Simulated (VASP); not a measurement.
Here is a VASP 6.6.1 calculation.

INCAR

```
PREC     = Accurate       # precision mode
ENCUT    = 910            # plane-wave cutoff, eV
EDIFF    = 1E-6           # SCF threshold, eV
ISMEAR   = 0              # smearing method
SIGMA    = 0.02           # smearing width, eV
LREAL    = False          # projectors in reciprocal space
LASPH    = True           # aspherical terms in the spheres
NELM     = 120            # most SCF steps
ALGO     = Normal         # electronic algorithm
ISIF     = 2              # what is computed and relaxed
LWAVE    = False          # write WAVECAR
LCHARG   = True           # write CHGCAR
GGA      = CA             # functional
LELF     = True           # ELF
LVHAR    = True         
NBANDS   = 11             # bands
GGA_COMPAT= False
```

The input KPOINTS:

```
Automatic mesh
0
Gamma
  16 16 16
```

The input POSCAR:

```
BN
1.0
    0.0000000000      1.7899236534      1.7899236534
    1.7899236534      0.0000000000      1.7899236534
    1.7899236534      1.7899236534      0.0000000000
B N
1 1
Direct
    0.0000000000      0.0000000000      0.0000000000
    0.2500000000      0.2500000000      0.2500000000
```

Potentials or basis: VASP PAW LDA potentials, release 64 (B_h, N_h).

Launch:

```sh
$ cat potpaw_LDA.64/B_h/POTCAR potpaw_LDA.64/N_h/POTCAR > POTCAR
$ mpirun -np 1 vasp_std > vasp.out
```

**Question.** What does it give for the pressure?

**Answer.** 0.7 GPa.

**Question.** Predict the band gap on the k mesh.

**Answer.** 4.38 eV, indirect (least direct gap 8.83 eV).

Caveat: the cutoff is under 1.25 times the usual one of these potentials, so pressure, stress and relaxed cells hold a basis-set (Pulay) error. A k mesh can miss the band edges.
